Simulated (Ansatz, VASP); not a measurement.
## One calculation of Lu, two programs

Contents of INCAR:

```
ALGO = Normal
EDIFF = 1E-8
ENCUT = 520
GGA = PS
ISIF = 2
ISMEAR = -1
LASPH = T
LCHARG = F
LEFG = T
LREAL = F
LWAVE = F
NBANDS = 32
NELM = 60
PREC = Accurate
SIGMA = 0.03
```

The input KPOINTS:

```
k-points
0
Gamma
  13 13 8
```

The input POSCAR:

```
Lu
1.0
    3.5098988894      0.0000000000      0.0000000000
   -1.7549494447      3.0396616030      0.0000000000
    0.0000000000      0.0000000000      5.6779320000
Lu
2
Direct
    0.3333333333      0.6666666667      0.2500000000
    0.6666666667      0.3333333333      0.7500000000
```

Input for Ansatz:

```yaml
crystal:
  lattice:
    - [3.5098988894, 0.0, 0.0]
    - [-1.7549494447, 3.039661603, 0.0]
    - [0.0, 0.0, 5.677932]
  atoms:
    - { symbol: Lu, position: [0.3333333333, 0.6666666667, 0.25] }
    - { symbol: Lu, position: [0.6666666667, 0.3333333333, 0.75] }
kpoints:
  mp_grid: { grid: [13, 13, 8] }
scf:
  occupations: { method: fermi_dirac, width: 0.03 }
hamiltonian:
  xc: pbesol
  pseudopotentials: { kind: all_electron, datasets: crystal }
output:
  forces: true
  stress: true
  eigenvalues: true
  efg: { contact_densities: true }
```

Change from the starting cell: zz strain of +2 %, crystal datasets.

Alike in both runs: task electric field gradients; functional PBEsol; k mesh 13 × 13 × 8; occupations fermi-dirac, width 0.03 eV; no spin polarisation.

```csv
,VASP,Ansatz
version,VASP 6.6.1,Ansatz 0.2.0
potentials or method,"VASP PAW PBE potentials, release 64 (Lu), cutoff 520 eV","all-electron PAW with datasets made for the crystal, scalar-relativistic"
```

```tsv
	VASP	Ansatz	Ansatz less VASP
pressure (GPa)	-4.0	-4.1	-0.09
traceless stress, the component that is largest in VASP (GPa)	-1.59	-1.59	+0.002
size of Vzz on the site where it differs most (V/Å²)	34.2	29.4	-4.87
```

VASP's potentials were made for PBE, not for PBEsol. Ansatz ran all-electron here, and VASP with PAW potentials.

Spin-orbit coupling is off throughout.
